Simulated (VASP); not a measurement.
# AlNi in VASP: further runs, part 2 of 2

VASP 6.6.1.

## (3) Single point, PBEsol (atoms displaced along a vibrational mode)

INCAR reads:

```
ALGO = Normal
EDIFF = 1E-6
ENCUT = 520
GGA = PS
ISIF = 2
ISMEAR = 0
LASPH = True
LCHARG = True
LELF = True
LREAL = False
LVHAR = True
LWAVE = False
NBANDS = 14
NELM = 80
PREC = Accurate
SIGMA = 0.15
```

KPOINTS reads:

```
k-points
0
Gamma
  16 16 16
```

POSCAR reads:

```
AlNi
1.0
    2.8618233745      0.0000000000      0.0000000000
    0.0000000000      2.8618233745      0.0000000000
    0.0000000000      0.0000000000      2.8618233745
Al Ni
1 1
Direct
   -0.0066391239      0.0000000000      0.0000000000
    0.5030520259      0.5000000000      0.5000000000
```

Potentials or basis: VASP PAW PBE potentials, release 64 (Al, Ni).

On the command line:

```bash
$ cat potpaw_PBE.64/Al/POTCAR potpaw_PBE.64/Ni/POTCAR > POTCAR
$ mpirun -np 1 vasp_std > vasp.out
```

Run time: 34 s. Hardware: 1 thread of Intel Xeon 6975P-C (Granite Rapids), shared host; peak memory 0.25 GiB.

It converged, with:

```yaml
Free_energy: -11.5889 eV
Pressure: 0.3 GPa
Largest_force: 0.174 eV/Å
Band_gap_on_the_k_mesh: zero (an odd number of electrons rules out a gap without spin polarisation)
```

Forces on the atoms (eV/Å):
```
Al   0.174  0.000  0.000
Ni  -0.174  0.000  0.000
```

Levels at points of the mesh, in eV from the Fermi level:
```csv
k point,band 3,band 4,band 5,band 6,band 7,band 8,band 9,band 10,band 11,band 12
"(0.00, 0.00, 0.00)",-3.34,-1.59,-1.59,-1.59,5.58,5.58,5.58,8.21,8.21,14.08
"(0.50, 0.00, 0.00)",-2.85,-2.31,-2.31,-1.49,-0.66,8.32,10.08,10.08,11.10,11.10
"(0.00, 0.50, 0.00)",-2.85,-2.31,-2.31,-1.49,-0.66,8.32,10.09,10.09,11.09,11.10
"(0.50, 0.50, 0.00)",-2.94,-2.93,-2.14,-2.14,-1.04,1.50,2.59,12.51,15.28,15.29
"(0.00, 0.50, 0.50)",-2.94,-2.94,-2.13,-2.13,-1.04,1.49,2.59,12.51,15.21,15.21
"(0.50, 0.50, 0.50)",-4.20,-1.01,-1.01,1.96,1.96,1.96,3.89,4.56,4.56,4.57
```

Caveat: the cell differs from its parent crystal (atoms displaced along a vibrational mode); the PAW data sets were made with another functional, which shifts forces and pressure a little. Spin polarisation is off, so any magnetic state and its effect on volume and gap are missing.

## (4) Single point, PBEsol (atoms displaced along a vibrational mode)

INCAR reads:

```
SYSTEM = AlNi
  PREC = Accurate
  ENCUT = 520
  EDIFF = 1E-7
  ISMEAR = 0
  SIGMA = 0.15
  LREAL = .False.
  LASPH = .True.
  NELM = 100
  ALGO = Fast
  ISIF = 2
  LWAVE = .False.
  LCHARG = .False.
  GGA = PS
  NBANDS = 14
```

KPOINTS reads:

```
regular mesh
0
Gamma
  16 16 16
  0 0 0
```

POSCAR reads:

```
AlNi
1.0
    2.8618233745      0.0000000000      0.0000000000
    0.0000000000      2.8618233745      0.0000000000
    0.0000000000      0.0000000000      2.8618233745
Al Ni
1 1
Direct
   -0.0199173717      0.0000000000      0.0000000000
    0.5091560777      0.5000000000      0.5000000000
```

On the command line:

```bash
$ cat potpaw_PBE.64/Al/POTCAR potpaw_PBE.64/Ni/POTCAR > POTCAR
$ mpirun -np 1 vasp_std > vasp.out
```

Run time: 45 s. Hardware: 1 thread of Intel Xeon 6975P-C (Granite Rapids), shared host; peak memory 0.25 GiB.

The run converged. Its results:

```yaml
Free_energy: -11.5696 eV
Pressure: 0.7 GPa
Largest_force: 0.521 eV/Å
Band_gap_on_the_k_mesh: zero (an odd number of electrons rules out a gap without spin polarisation)
```

Forces on the atoms (eV/Å):
```
Al   0.521  0.000  0.000
Ni  -0.521  0.000  0.000
```

Stress tensor (GPa, compression positive):
```
0.47 0.00 0.00
0.00 0.84 0.00
0.00 0.00 0.84
```

Levels at points of the mesh, in eV from the Fermi level:
```csv
k point,band 4,band 5,band 6,band 7,band 8,band 9,band 10,band 11
"(0.00, 0.00, 0.00)",-1.59,-1.59,-1.59,5.58,5.58,5.59,8.22,8.22
"(0.50, 0.00, 0.00)",-2.31,-2.31,-1.50,-0.66,8.34,10.06,10.06,11.13
"(0.00, 0.50, 0.00)",-2.32,-2.31,-1.50,-0.66,8.33,10.09,10.12,11.05
"(0.50, 0.50, 0.00)",-2.89,-2.15,-2.14,-1.04,1.50,2.59,12.52,15.25
"(0.00, 0.50, 0.50)",-2.95,-2.12,-2.12,-1.05,1.49,2.59,12.54,14.95
"(0.50, 0.50, 0.50)",-1.02,-1.01,1.94,1.94,1.97,3.81,4.58,4.58
```

Caveat: the cell differs from its parent crystal (atoms displaced along a vibrational mode); the PAW data sets were made with another functional, which shifts forces and pressure a little.

## (5) Single point, PBEsol (atoms displaced along a vibrational mode)

INCAR reads:

```
SYSTEM = AlNi
  PREC = Accurate
  ENCUT = 520
  EDIFF = 1E-6
  ISMEAR = 0
  SIGMA = 0.15
  LREAL = .FALSE.
  LASPH = .TRUE.
  NELM = 60
  ALGO = Fast
  ISIF = 2
  LWAVE = .FALSE.
  LCHARG = .TRUE.
  GGA = PS
  LELF = .TRUE.
  LVHAR = .TRUE.
  NBANDS = 14
```

KPOINTS reads:

```
Automatic mesh
0
G
  16 16 16
  0 0 0
```

POSCAR reads:

```
AlNi
1.0
    2.8618233745      0.0000000000      0.0000000000
    0.0000000000      2.8618233745      0.0000000000
    0.0000000000      0.0000000000      2.8618233745
Al Ni
1 1
Direct
   -0.0265564957      0.0000000000      0.0000000000
    0.5122081036      0.5000000000      0.5000000000
```

On the command line:

```bash
$ cat potpaw_PBE.64/Al/POTCAR potpaw_PBE.64/Ni/POTCAR > POTCAR
$ mpirun -np 1 vasp_std > vasp.out
```

Wall time 41 s (1 thread of Intel Xeon 6975P-C (Granite Rapids), shared host); peak memory 0.25 GiB.

Results (log left out):

| Quantity | Value |
| --- | --- |
| Free energy | -11.5528 eV |
| Pressure | 1.1 GPa |
| Largest force | 0.694 eV/Å |
| Band gap on the k mesh | zero (an odd number of electrons rules out a gap without spin polarisation) |

Forces in eV/Å, atoms in the order of the input:
```
Al   0.694  0.000  0.000
Ni  -0.694  0.000  0.000
```

Stress tensor (GPa, compression positive):
```
0.68 0.00 0.00
0.00 1.35 0.00
0.00 0.00 1.35
```

Levels at points of the mesh, in eV from the Fermi level:
```csv
k point,band 4,band 5,band 6,band 7,band 8,band 9,band 10,band 11
"(0.00, 0.00, 0.00)",-1.60,-1.59,-1.59,5.59,5.59,5.59,8.23,8.24
"(0.50, 0.00, 0.00)",-2.31,-2.31,-1.51,-0.65,8.35,10.04,10.04,11.15
"(0.00, 0.50, 0.00)",-2.33,-2.31,-1.50,-0.67,8.34,10.10,10.15,11.01
"(0.50, 0.50, 0.00)",-2.86,-2.16,-2.14,-1.05,1.50,2.58,12.53,15.23
"(0.00, 0.50, 0.50)",-2.97,-2.10,-2.10,-1.05,1.48,2.58,12.57,14.82
"(0.50, 0.50, 0.50)",-1.02,-1.01,1.93,1.93,1.98,3.75,4.59,4.59
```

Caveat: the cell differs from its parent crystal (atoms displaced along a vibrational mode); the PAW data sets were made with another functional, which shifts forces and pressure a little. Spin polarisation is off, so any magnetic state and its effect on volume and gap are missing.

## (6) Single point, PBEsol (atoms displaced along a vibrational mode)

INCAR reads:

```
PREC = Accurate
ENCUT = 520
EDIFF = 1E-6
ISMEAR = 0
SIGMA = 0.15
LREAL = F
LASPH = T
NELM = 80
ALGO = Fast
ISIF = 2
LWAVE = F
LCHARG = F
GGA = PS
NBANDS = 14
```

KPOINTS reads:

```
Automatic mesh
0
Gamma
  16 16 16
```

POSCAR reads:

```
AlNi
1.0
    2.8618233745      0.0000000000      0.0000000000
    0.0000000000      2.8618233745      0.0000000000
    0.0000000000      0.0000000000      2.8618233745
Al Ni
1 1
Direct
   -0.0132782478      0.0000000000      0.0000000000
    0.5061040518      0.5000000000      0.5000000000
```

Potentials or basis: VASP PAW PBE potentials, release 64 (Al, Ni).

On the command line:

```bash
$ cat potpaw_PBE.64/Al/POTCAR potpaw_PBE.64/Ni/POTCAR > POTCAR
$ mpirun -np 1 vasp_std > vasp.out
```

Run time: 41 s. Hardware: 1 thread of Intel Xeon 6975P-C (Granite Rapids), shared host; peak memory 0.25 GiB.

Results (log left out):

```
Free energy            : -11.5817 eV
Pressure               : 0.4 GPa
Largest force          : 0.348 eV/Å
Band gap on the k mesh : zero (an odd number of electrons rules out a gap without spin polarisation)
```

Forces in eV/Å, atoms in the order of the input:
```
Al   0.348  0.000  0.000
Ni  -0.348  0.000  0.000
```

Stress tensor (GPa, compression positive):
```
0.28 0.00 0.00
0.00 0.44 0.00
0.00 0.00 0.44
```

Levels at points of the mesh, in eV from the Fermi level:
| k point | band 3 | band 4 | band 5 | band 6 | band 7 | band 8 | band 9 | band 10 | band 11 | band 12 |
| --- | --- | --- | --- | --- | --- | --- | --- | --- | --- | --- |
| (0.00, 0.00, 0.00) | -3.34 | -1.59 | -1.59 | -1.59 | 5.58 | 5.58 | 5.58 | 8.21 | 8.22 | 14.07 |
| (0.50, 0.00, 0.00) | -2.85 | -2.31 | -2.31 | -1.50 | -0.66 | 8.33 | 10.07 | 10.07 | 11.11 | 11.11 |
| (0.00, 0.50, 0.00) | -2.85 | -2.31 | -2.31 | -1.49 | -0.66 | 8.32 | 10.09 | 10.10 | 11.08 | 11.10 |
| (0.50, 0.50, 0.00) | -2.94 | -2.92 | -2.14 | -2.14 | -1.04 | 1.50 | 2.59 | 12.51 | 15.27 | 15.29 |
| (0.00, 0.50, 0.50) | -2.94 | -2.94 | -2.13 | -2.13 | -1.04 | 1.49 | 2.59 | 12.52 | 15.08 | 15.09 |
| (0.50, 0.50, 0.50) | -4.20 | -1.01 | -1.01 | 1.95 | 1.95 | 1.97 | 3.86 | 4.57 | 4.57 | 4.61 |

Caveat: the cell differs from its parent crystal (atoms displaced along a vibrational mode); the PAW data sets were made with another functional, which shifts forces and pressure a little. Spin polarisation is off, so any magnetic state and its effect on volume and gap are missing.

## (7) Summary

```tsv
cell	gap on the mesh (eV)	pressure (GPa)	largest force (eV/Å)
as given, atomic positions A	none	0.2	-
as given, atomic positions B	none	0.3	0.17
as given, atomic positions C	none	0.7	0.52
as given, atomic positions D	none	1.1	0.69
as given, atomic positions E	none	0.4	0.35
```

Alike in all rows: task single point; level PBEsol; potentials or basis VASP PAW PBE potentials, release 64 (Al, Ni); no spin polarisation; k mesh 16 × 16 × 16; cutoff (eV) 520; smearing gaussian 0.15 eV.

Caveats: the PAW data sets were made with another functional, which shifts forces and pressure a little.

Total energies depend on the potentials used, so only differences within one code and one set of settings carry meaning.
